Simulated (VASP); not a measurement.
A run of VASP 6.6.1:

File INCAR:

```
SYSTEM = MgO
PREC     = Accurate       ! precision mode
ENCUT    = 520            ! plane-wave cutoff, eV
EDIFF    = 1E-6           ! SCF threshold, eV
ISMEAR   = 0              ! smearing method
SIGMA    = 0.01           ! smearing width, eV
LREAL    = .FALSE.        ! projectors in reciprocal space
LASPH    = .TRUE.         ! aspherical terms in the spheres
NELM     = 80             ! most SCF steps
ALGO     = Normal         ! electronic algorithm
ISIF     = 2              ! what is computed and relaxed
LWAVE    = .FALSE.        ! write WAVECAR
LCHARG   = .FALSE.        ! write CHGCAR
GGA      = PS             ! functional
NBANDS   = 11             ! bands
```

Contents of KPOINTS:

```
Automatic mesh
0
G
  10 10 10
  0 0 0
```

Contents of POSCAR:

```
MgO
1.0
    2.1282111539      2.1282111539      0.0000000000
   -2.1282111539      2.1282111539      0.0000000000
    0.0000000000      2.1282111539      2.0944969178
Mg O
1 1
Direct
    0.0000000000      0.0000000000      0.0000000000
    0.5000000000      0.5000000000      0.0000000000
```

Potentials or basis: VASP PAW PBE potentials, release 64 (Mg, O).

Launch:

```bash
$ cat potpaw_PBE.64/Mg/POTCAR potpaw_PBE.64/O/POTCAR > POTCAR
$ mpirun -np 1 vasp_std > vasp.out
```

Hardware: 1 thread of Intel Xeon 8259CL, on a shared host.

Task: How long does it take, and how much memory?

Result: It took 24 s on 1 thread of Intel Xeon 8259CL, on a shared host, peak memory 0.15 GiB. Counts: scf iterations 12, k points 102.
